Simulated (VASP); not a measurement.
Set up this calculation in VASP 6.6.1, as the native input.

* Task: single point
* Functional: pbesol exchange, pbe correlation
* Potentials or basis: VASP PAW PBE potentials, release 64 (Cs_sv)
* Cutoff: 400 eV
* k mesh: 6 × 6 × 6
* Occupations: tetrahedron, width 0.05 eV
* Spin: no spin polarisation
* Dipole correction: no
* k mesh for the DOS: 9 × 9 × 9
* Occupations for the DOS: tetrahedron
* Further INCAR settings: ALGO = Normal; EDIFF = 1e-06

The system is Cs.

```xyz
1
Lattice="-3.1285 3.1285 3.1285 3.1285 -3.1285 3.1285 3.1285 3.1285 -3.1285" Properties=species:S:1:pos:R:3 pbc="T T T"
Cs    0.0000    0.0000    0.0000
```

One way to write it, as run:

POSCAR

```
Cs
1.0
   -3.1284650600      3.1284650600      3.1284650600
    3.1284650600     -3.1284650600      3.1284650600
    3.1284650600      3.1284650600     -3.1284650600
Cs
1
Direct
    0.0000000000      0.0000000000      0.0000000000
```

INCAR.step1

```
  ALGO = Normal
  EDIFF = 1E-6
  ENCUT = 400
  GGA = LIBXC
  GGA_COMPAT = False
  ISIF = 2
  ISMEAR = -5
  LASPH = True
  LCHARG = True
  LIBXC1 = GGA_X_PBE_SOL
  LIBXC2 = GGA_C_PBE
  LORBIT = 11
  LREAL = False
  LWAVE = False
  NBANDS = 10
  NEDOS = 2001
  NELM = 120
  PREC = Accurate
  SIGMA = 0.05
```

KPOINTS.step1

```
k-points
0
Gamma
  6 6 6
```

INCAR.step2

```
  ALGO = Normal
  EDIFF = 1E-6
  ENCUT = 400
  GGA = LIBXC
  GGA_COMPAT = False
  ICHARG = 11
  ISIF = 2
  ISMEAR = -5
  LASPH = True
  LCHARG = False
  LIBXC1 = GGA_X_PBE_SOL
  LIBXC2 = GGA_C_PBE
  LORBIT = 11
  LREAL = False
  LWAVE = False
  NEDOS = 2001
  NELM = 120
  PREC = Accurate
  SIGMA = 0.05
```

KPOINTS.step2

```
k-points
0
Gamma
  9 9 9
```

Potentials or basis: VASP PAW PBE potentials, release 64 (Cs_sv).

The run is started by

```bash
$ cat potpaw_PBE.64/Cs_sv/POTCAR > POTCAR
$ cp INCAR.step1 INCAR
$ cp KPOINTS.step1 KPOINTS
$ mpirun -np 1 vasp_std > vasp.out
$ cp INCAR.step2 INCAR
$ cp KPOINTS.step2 KPOINTS
$ mpirun -np 1 vasp_std > vasp.out
```

It gave:

```
Valence electrons inside the program's atomic spheres : Cs 6.57
```

It took 21 s on 1 thread of Intel(R) Xeon(R) Platinum 8259CL CPU @ 2.50GHz (Skylake/Cascade Lake), with other jobs on the host, peak memory 0.2 GiB.
